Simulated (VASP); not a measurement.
# Si16N (a cell with a defect) in VASP: single point with PBE

Aim: the single point of Si16N (a cell with a defect) with PBE.

Everything below comes from runs of VASP 6.6.1. Logs are shortened: lines on timing, memory, paths and dates and some standing lists are left out, and cuts for length are marked.

## (1) The cell of the first run

The cell holds a defect, 17 atoms: a = 7.679 Å, b = 7.679 Å, c = 7.679 Å, α = 60.00°, β = 60.00°, γ = 60.00°.

## (2) Single point, PBE, collinear spin, ferromagnetic start

Contents of INCAR:

```
SYSTEM = Si16N
PREC = Accurate ; ENCUT = 520
EDIFF = 1E-6 ; ISMEAR = -1
SIGMA = 0.05 ; LREAL = Auto
LASPH = .TRUE. ; NELM = 150
ALGO = Normal ; ISIF = 2
LWAVE = .FALSE. ; LCHARG = .FALSE.
ISPIN = 2 ; MAGMOM = 0 0 0 0 0 0 0 0 0 0 0 0 0 0 0 0 1
LORBIT = 11 ; GGA = PE
NBANDS = 52
```

Contents of KPOINTS:

```
Automatic mesh
0
G
  2 2 2
  0 0 0
```

Contents of POSCAR:

```
Si16N
1.0
    0.0000000000      5.4300000000      5.4300000000
    5.4300000000      0.0000000000      5.4300000000
    5.4300000000      5.4300000000      0.0000000000
Si N
16 1
Direct
    0.0286755391     -0.0048279852      0.0045051639
    0.1642293657      0.1105151020      0.1291583370
    0.0133545200     -0.0071069350      0.5031980301
    0.1294371954      0.1225349850      0.6317550472
    0.0315739195      0.4847418619      0.0089571436
    0.1074762754      0.6304384094      0.1549830649
   -0.0152771185      0.4957021573      0.5281771308
    0.1281638993      0.6192090502      0.6349526801
    0.5400214789     -0.0261098420      0.0091239191
    0.6580717392      0.1383241031      0.1272151182
    0.5031948477      0.0135867527      0.4977050559
    0.6379825217      0.1146547687      0.6357594577
    0.4479012991      0.5024519943     -0.0518293864
    0.6636894196      0.5792714789      0.1268815488
    0.5020217647      0.4873804784      0.4914317966
    0.6142950060      0.6450749227      0.5880655715
    0.6527538271      0.4104533977      0.0408337211
```

Potentials or basis: VASP PAW PBE potentials, release 64 (Si, N).

Run with:

```bash
cat potpaw_PBE.64/Si/POTCAR potpaw_PBE.64/N/POTCAR > POTCAR
mpirun -np 1 vasp_std > vasp.out
```

OUTCAR:

```text
SYSTEM = Si16N
   PREC = Accurate
   ENCUT = 520
   EDIFF = 1E-6
   ISMEAR = -1
   LREAL = Auto
   LASPH = .TRUE.
   NELM = 150
   ISIF = 2
   ISPIN = 2
   LORBIT = 11
   GGA = PE

 ion  position               nearest neighbor table
   1  0.029  0.995  0.005-   6 2.31  10 2.33   4 2.34   2 2.36
   2  0.164  0.111  0.129-   5 2.35   3 2.35   1 2.36   9 2.36
   3  0.013  0.993  0.503-   8 2.34   4 2.35   2 2.35  12 2.35
   4  0.129  0.123  0.632-   1 2.34   7 2.35  11 2.35   3 2.35
   5  0.032  0.485  0.009-  14 2.32   6 2.33   2 2.35   8 2.35  13 3.06
   6  0.107  0.630  0.155-  13 2.27   1 2.31   5 2.33   7 2.34
   7  0.985  0.496  0.528-   6 2.34   4 2.35   8 2.35  16 2.36
   8  0.128  0.619  0.635-   3 2.34   7 2.35  15 2.35   5 2.35
   9  0.540  0.974  0.009-  12 2.35   2 2.36  14 2.48  10 2.52
  10  0.658  0.138  0.127-  17 1.83   1 2.33  11 2.34  13 2.49   9 2.52
  11  0.503  0.014  0.498-  16 2.33  10 2.34   4 2.35  12 2.35
  12  0.638  0.115  0.636-  15 2.35   9 2.35  11 2.35   3 2.35
  13  0.448  0.502  0.948-  17 1.73   6 2.27  16 2.31  10 2.49  14 3.01   5 3.06
  14  0.664  0.579  0.127-  17 1.77  15 2.30   5 2.32   9 2.48  13 3.01
  15  0.502  0.487  0.491-  14 2.30  16 2.31  12 2.35   8 2.35
  16  0.614  0.645  0.588-  13 2.31  15 2.31  11 2.33   7 2.36
  17  0.653  0.410  0.041-  13 1.73  14 1.77  10 1.83

  LATTYP: Found a face centered cubic cell.
 ALAT       =    10.8600000000

  Lattice vectors:

 A1 = (   0.0000000000,   5.4300000000,   5.4300000000)
 A2 = (   5.4300000000,   0.0000000000,   5.4300000000)
 A3 = (   5.4300000000,   5.4300000000,   0.0000000000)

Analysis of symmetry for initial positions (statically):
=====================================================================
 Subroutine PRICEL returns:
 Original cell was already a primitive cell.

 Routine SETGRP: Setting up the symmetry group for a
 face centered cubic supercell.

 Subroutine GETGRP returns: Found  1 space group operations
 (whereof  1 operations were pure point group operations)
 out of a pool of 48 trial point group operations.

The static configuration has the point symmetry C_1 .

Analysis of symmetry for dynamics (positions and initial velocities):
=====================================================================
 Subroutine PRICEL returns:
 Original cell was already a primitive cell.

 Routine SETGRP: Setting up the symmetry group for a
 face centered cubic supercell.

 Subroutine GETGRP returns: Found  1 space group operations
 (whereof  1 operations were pure point group operations)
 out of a pool of 48 trial point group operations.

The dynamic configuration has the point symmetry C_1 .

Analysis of structural, dynamic, and magnetic symmetry:
=====================================================================
 Subroutine PRICEL returns:
 Original cell was already a primitive cell.

 Routine SETGRP: Setting up the symmetry group for a
 face centered cubic supercell.

 Subroutine GETGRP returns: Found  1 space group operations
 (whereof  1 operations were pure point group operations)
 out of a pool of 48 trial point group operations.

The overall configuration has the point symmetry C_1 .

 Subroutine INISYM returns: Found  1 space group operations
 (whereof  1 operations are pure point group operations),
 and found     1 'primitive' translations

----------------------------------------------------------------------------------------

                                     Primitive cell

  volume of cell :     320.2060

  direct lattice vectors                    reciprocal lattice vectors
     0.000000000  5.430000000  5.430000000    -0.092081031  0.092081031  0.092081031
     5.430000000  0.000000000  5.430000000     0.092081031 -0.092081031  0.092081031
     5.430000000  5.430000000  0.000000000     0.092081031  0.092081031 -0.092081031

  length of vectors
     7.679179644  7.679179644  7.679179644     0.159489025  0.159489025  0.159489025

  position of ions in fractional coordinates (direct lattice)
     0.028675539  0.995172015  0.004505164
     0.164229366  0.110515102  0.129158337
     0.013354520  0.992893065  0.503198030
     0.129437195  0.122534985  0.631755047
     0.031573919  0.484741862  0.008957144
     0.107476275  0.630438409  0.154983065
[... 9 lines left out ...]
     0.614295006  0.645074923  0.588065572
     0.652753827  0.410453398  0.040833721

  ion indices of the primitive-cell ions
[... 62 lines left out ...]
   NGXF,Y,Z  is equivalent  to a cutoff of  25.98, 25.98, 25.98 a.u.
 SYSTEM =  Si16N
   PREC   = accura    normal or accurate (medium, high low for compatibility)
   ISTART =      0    job   : 0-new  1-cont  2-samecut
   ICHARG =      2    charge: 1-file 2-atom 10-const
   ISPIN  =      2    spin polarized calculation?
   LNONCOLLINEAR =      F non collinear calculations
   LSORBIT =      F    spin-orbit coupling
   LASPH  =      T    aspherical Exc in radial PAW
   ENCUT  =  520.0 eV  38.22 Ry    6.18 a.u.  14.28 14.28 14.28*2*pi/ulx,y,z
   NELM   =    150;   NELMIN=  2; NELMDL= -5     # of ELM steps
   EDIFF  = 0.1E-05   stopping-criterion for ELM
   LREAL  =      T    real-space projection
   EDIFFG = 0.1E-04   stopping-criterion for IOM
   NSW    =      0    number of steps for IOM
   IBRION =     -1    ionic relax: 0-MD 1-quasi-New 2-CG
   NFREE  =      0    steps in history (QN), initial steepest desc. (CG)
   ISIF   =      2    stress and relaxation
   ISYM   =      2    0-nonsym 1-usesym 2-fastsym
   POTIM  = 0.5000    time-step for ionic-motion
   TEBEG  =    0.0;   TEEND  =   0.0 temperature during run
   PSTRESS=    0.0 pullay stress
   NELECT =      69.0000    total number of electrons
   NUPDOWN=      -1.0000    fix difference up-down
   EMIN   =  10.00;   EMAX   =-10.00  energy-range for DOS
   EFERMI =   0.00;   METHOD = LEGACY
   ISMEAR =    -1;   SIGMA  =   0.05  broadening in eV -4-tet -1-fermi 0-gaus
   EFERMI_NEDOS =   21; number of points for ismear=-14 and -15
   IALGO  =     38    algorithm
   IMIX   =      4    mixing-type and parameters
     AMIX     =   0.40;   BMIX     =  1.00
     AMIX_MAG =   1.60;   BMIX_MAG =  1.00
  volume/ion in A,a.u.               =      18.84       127.11
  Fermi-wavevector in a.u.,A,eV,Ry     =   0.981480  1.854728 13.106528  0.963303
  Thomas-Fermi vector in A             =   2.112490
   LORBIT       =     11    0 simple, 1 ext, 2 COOP (PROOUT), +10 PAW based schemes
   GGA     = PE    functional components
   LHFCALC =     F    Hartree Fock is set to
   AEXX    =    0.0000 exact exchange contribution
   IVDW    =     0    specifies the selected vdW correction
   LEPSILON=     F    determine dielectric tensor
   LRPA    =     F    only Hartree local field effects (RPA)
 spin polarized calculation
  energy-cutoff  :      520.00
  volume of cell :      320.21
 maximum number of plane-waves:      8646
 NGX is ok and might be reduce to    60
   NGX = 29   NGY = 29   NGZ = 29

 number of electron      69.0000000 magnetization       0.0001740

 Free energy of the ion-electron system (eV)
  ---------------------------------------------------
  ext. energy  EPLUGINS =         0.00000000
  ---------------------------------------------------
  free energy    TOTEN  =       -92.35451627 eV

  energy without entropy =      -92.33031711  energy(sigma->0) =      -92.34241669

 E-fermi :   6.2048     XC(G=0):  -9.5484

 val. band max:        6.2003403085   @ k =   0.5000   0.0000   0.0000
 cond. band min:       6.2258032718   @ k =   0.5000   0.5000   0.5000
 fundamental gap:      0.0254629633
 Fermi energy:         6.2048149259

 spin component 1

 k-point     1 :       0.0000    0.0000    0.0000
  band No.  band energies     occupation
      1     -10.4165      1.00000
      2      -5.7056      1.00000
      3      -4.0659      1.00000
      4      -3.7534      1.00000
      5      -3.7243      1.00000
      6      -3.1161      1.00000
[... 381 lines left out ...]
     45      10.1998      0.00000
     46      10.3279      0.00000
 Fermi energy:         6.2048149259

 spin component 2

 k-point     1 :       0.0000    0.0000    0.0000
  band No.  band energies     occupation
      1     -10.4165      1.00000
      2      -5.7056      1.00000
      3      -4.0659      1.00000
      4      -3.7534      1.00000
      5      -3.7243      1.00000
      6      -3.1161      1.00000
[... 381 lines left out ...]
     45      10.1998      0.00000
     46      10.3279      0.00000
 [bands above 46 left out]

------------------------ aborting loop because EDIFF is reached ----------------------------------------

  FORCE on cell =-STRESS in cart. coord.  units (eV):
  Direction    XX          YY          ZZ          XY          YZ          ZX
  --------------------------------------------------------------------------------------
  -------------------------------------------------------------------------------------
  Total        6.1828382     11.3714825      4.2420030      1.0547514      0.0033195     -2.2667005
  in kB       30.9363432     56.8981553     21.2252136      5.2775361      0.0166093    -11.3416239
  external PRESSURE =      36.3532374 kB  Pullay stress =       0.0000000 kB

 VOLUME and BASIS-vectors are now :
 -----------------------------------------------------------------------------
  energy-cutoff  :      520.00
  volume of cell :      320.21
      direct lattice vectors                 reciprocal lattice vectors
     0.000000000  5.430000000  5.430000000    -0.092081031  0.092081031  0.092081031
     5.430000000  0.000000000  5.430000000     0.092081031 -0.092081031  0.092081031
     5.430000000  5.430000000  0.000000000     0.092081031  0.092081031 -0.092081031

 POSITION                                       TOTAL-FORCE (eV/Angst)
 -----------------------------------------------------------------------------------
      5.42825      0.18017      5.55949         0.014993     -0.008494     -0.007075
      1.30143      1.59310      1.49186        -0.025620      0.001399     -0.007797
      8.12377      2.80488      5.46392         0.006494     -0.011951      0.023333
      4.09579      4.13327      1.36821         0.001330      0.016295     -0.013177
      2.68079      0.22008      2.80359         0.003328      0.023891      0.001397
      4.26484      1.42515      4.00688        -0.003337     -0.010421      0.008883
[... 9 lines left out ...]
      6.69595      6.52882      6.83838         0.026135      0.004612     -0.020336
      2.45049      3.76618      5.77322         0.051102      0.006318      0.053719
 -----------------------------------------------------------------------------------
    total drift:                                0.000927      0.001634     -0.003864

  FREE ENERGIE OF THE ION-ELECTRON SYSTEM (eV)
  ---------------------------------------------------
  free  energy   TOTEN  =       -92.3545162658 eV

  energy  without entropy=      -92.3303171116  energy(sigma->0) =      -92.34241669

 total charge

# of ion       s       p       d       tot
------------------------------------------
    1        0.751   0.956   0.000   1.707
    2        0.741   0.952   0.000   1.693
    3        0.738   0.959   0.000   1.697
    4        0.740   0.957   0.000   1.697
    5        0.747   0.959   0.000   1.706
    6        0.752   0.984   0.000   1.736
[... 9 lines left out ...]
   16        0.753   0.962   0.000   1.715
   17        1.257   2.581   0.000   3.839
--------------------------------------------------
tot         13.206  17.697   0.000  30.904

 magnetization (x)

# of ion       s       p       d       tot
------------------------------------------
    1        0.000  -0.000   0.000  -0.000
    2        0.000  -0.000   0.000  -0.000
    3        0.000   0.000   0.000   0.000
    4       -0.000   0.000   0.000  -0.000
    5        0.000   0.000   0.000   0.000
    6        0.000   0.000   0.000   0.000
[... 9 lines left out ...]
   16        0.000   0.000   0.000   0.000
   17       -0.000   0.000   0.000   0.000
--------------------------------------------------
tot          0.000   0.000   0.000   0.000
```

It took 20 min on 1 thread of AMD EPYC 9755, shared host; peak memory 0.67 GiB.

What came out:

```
Free energy                                           : -92.3545 eV
Pressure                                              : 3.6 GPa
Largest force                                         : 0.074 eV/Å
Net moment                                            : 0.00 μB per cell
Valence electrons inside the program's atomic spheres : Si 1.71, 1.69, 1.70, 1.74, 1.64, 1.63, 1.66, 1.72; N 3.84
```

Forces on the atoms (eV/Å):
```
Si   0.015 -0.008 -0.007
Si  -0.026  0.001 -0.008
Si   0.006 -0.012  0.023
Si   0.001  0.016 -0.013
Si   0.003  0.024  0.001
Si  -0.003 -0.010  0.009
Si  -0.017 -0.012 -0.003
Si   0.002  0.010  0.004
Si   0.034 -0.008  0.010
Si  -0.028  0.002 -0.017
Si  -0.009 -0.023  0.009
Si  -0.008  0.012 -0.011
Si  -0.043 -0.004 -0.053
Si  -0.007 -0.001  0.022
Si   0.002  0.004  0.001
Si   0.026  0.005 -0.020
N    0.051  0.006  0.054
```

Levels at points of the mesh, in eV from the Fermi level:
Spin up:
| k point | band 32 | band 33 | band 34 | band 35 | band 36 | band 37 |
| --- | --- | --- | --- | --- | --- | --- |
| (0.00, 0.00, 0.00) | -0.78 | -0.45 | -0.37 | -0.29 | 0.11 | 0.53 |
| (0.50, 0.00, 0.00) | -1.15 | -1.06 | -0.84 | 0.00 | 0.91 | 1.22 |
| (0.00, 0.50, 0.00) | -1.16 | -1.03 | -0.69 | 0.35 | 0.97 | 1.21 |
| (0.00, 0.00, 0.50) | -1.07 | -1.01 | -0.76 | -0.20 | 1.00 | 1.06 |
| (0.50, 0.50, 0.50) | -1.14 | -0.85 | -0.56 | 0.02 | 0.88 | 1.17 |
| (0.50, 0.50, 0.00) | -1.54 | -1.37 | -1.09 | 0.21 | 1.09 | 1.42 |
| (0.00, 0.50, 0.50) | -1.56 | -1.52 | -0.98 | 0.49 | 1.06 | 1.41 |
| (0.50, 0.00, 0.50) | -1.59 | -1.58 | -0.35 | -0.23 | 0.92 | 1.23 |
Spin down:
```
           k point  band 31  band 32  band 33  band 34  band 35  band 36  band 37  band 38
(0.00, 0.00, 0.00)    -1.26    -0.78    -0.45    -0.37    -0.29     0.11     0.53     0.65
(0.50, 0.00, 0.00)    -1.27    -1.15    -1.06    -0.84     0.00     0.91     1.22     1.28
(0.00, 0.50, 0.00)    -1.47    -1.16    -1.03    -0.69     0.35     0.97     1.21     1.28
(0.00, 0.00, 0.50)    -1.22    -1.07    -1.01    -0.76    -0.20     1.00     1.06     1.25
(0.50, 0.50, 0.50)    -1.40    -1.14    -0.85    -0.56     0.02     0.88     1.17     1.34
(0.50, 0.50, 0.00)    -1.72    -1.54    -1.37    -1.09     0.21     1.09     1.42     2.05
(0.00, 0.50, 0.50)    -1.69    -1.56    -1.52    -0.98     0.49     1.06     1.41     2.04
(0.50, 0.00, 0.50)    -1.67    -1.59    -1.58    -0.35    -0.23     0.92     1.23     1.78
```

Caveat: the k points lie up to 0.50 Å⁻¹ apart.
